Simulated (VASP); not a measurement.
Input of a VASP 6.6.1 run:

The input INCAR:

```
SYSTEM = MoS2
PREC = Accurate
ENCUT = 520
EDIFF = 1E-6
ISMEAR = 0
SIGMA = 0.02
LREAL = .False.
LASPH = .True.
NELM = 100
ALGO = Normal
ISIF = 2
LWAVE = .False.
LCHARG = .True.
GGA = PS
LELF = .True.
LVHAR = .True.
NBANDS = 20
```

KPOINTS

```
Automatic mesh
0
Gamma
  12 12 2
  0 0 0
```

File POSCAR:

```
MoS2
1.0
    3.1415002775      0.0000000000      0.0000000000
   -1.5707501387      2.7206190463      0.0000000000
    0.0000000000      0.0000000000     17.3373047485
Mo S
1 2
Direct
    0.0000000000      0.0000000000      0.0000000000
    0.3333333333      0.6666666667      0.0898690551
    0.3333333333      0.6666666667      0.9101309449
```

Potentials or basis: VASP PAW PBE potentials, release 64 (Mo_sv, S).

Run with:

```bash
$ cat potpaw_PBE.64/Mo_sv/POTCAR potpaw_PBE.64/S/POTCAR > POTCAR
$ mpirun -np 1 vasp_std > vasp.out
```

(1) Estimate the band gap on the k mesh.

Results:

(1) 1.81 eV.
